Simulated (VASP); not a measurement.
Wanted: the native input for a VASP 6.6.1 run.

```yaml
Task: single point
Functional: LDA
Potentials_or_basis: VASP PAW LDA potentials, release 64 (Ag, Pt)
Cutoff: 500 eV
k_mesh: 5 × 5 × 5
Occupations: methfessel-paxton, width 0.1 eV
Spin: no spin polarisation
Dipole_correction: no
Further_INCAR_settings: ALGO = Normal; EDIFF = 1e-06; NBANDS = 28
```

The structure of AgPt3 lies in POSCAR:

```
AgPt3
1.0
    0.0000000000      3.1126057435      3.1126057435
    3.1126057435      0.0000000000      3.1126057435
    3.1126057435      3.1126057435      0.0000000000
Ag Pt
1 3
Direct
    0.0000000000      0.0000000000      0.0000000000
    0.5000000000      0.5000000000      0.5000000000
    0.2500000000      0.2500000000      0.2500000000
    0.7500000000      0.7500000000      0.7500000000
```

The input as run:

INCAR

```
SYSTEM = AgPt3
PREC = Accurate
ENCUT = 500
EDIFF = 1E-6
ISMEAR = 1
SIGMA = 0.1
LREAL = .False.
LASPH = .True.
NELM = 120
ALGO = Normal
ISIF = 2
LWAVE = .False.
LCHARG = .False.
NBANDS = 28
GGA_COMPAT = .False.
```

KPOINTS

```
Automatic mesh
0
Gamma
  5 5 5
  0 0 0
```

Potentials or basis: VASP PAW LDA potentials, release 64 (Ag, Pt).

The run is started by

```sh
$ cat potpaw_LDA.64/Ag/POTCAR potpaw_LDA.64/Pt/POTCAR > POTCAR
$ mpirun -np 1 vasp_std > vasp.out
```

It gave:

```json
{
 "Pressure": "0.9 GPa",
 "Band gap on the k mesh": "zero (an odd number of electrons rules out a gap without spin polarisation)"
}
```

Caveat: spin-orbit coupling is left out, which moves the levels of the heavy elements.

It took 15 s on 1 thread of Intel Xeon 8259CL, on a shared host, peak memory 0.16 GiB.
